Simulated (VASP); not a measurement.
Crystal: BAs.

```xyz
2
Lattice="0.0000 2.4875 2.4875 2.4875 0.0000 2.4875 2.4875 2.4875 0.0000" Properties=species:S:1:pos:R:3 pbc="T T T"
B     0.0000    0.0000    0.0000
As    1.2438    1.2438    1.2438
```

This cell differs from its parent crystal: strain +4.0%.

Base run:

```yaml
Program: VASP 6.6.1
Functional: PBE
Potentials_or_basis: VASP PAW PBE potentials, release 64 (B, As)
Cutoff: 520 eV
k_mesh: 10 × 10 × 10
Occupations: fermi-dirac, width 0.02 eV
Spin: no spin polarisation
```

Its results: band gap on the k mesh 1.29 eV, indirect (least direct gap 3.13 eV); pressure -10.5 GPa.

The run is repeated on the same cell with these changes: functional from PBE to r2SCAN; occupations from fermi-dirac, width 0.02 eV to gaussian, width 0.01 eV. What comes out?

Band gap on the k mesh 1.49 eV, indirect (least direct gap 3.32 eV); pressure -12.9 GPa.

Caveats: the PAW data sets were made with another functional, which shifts forces and pressure a little (some runs).

A k mesh can miss the band edges.
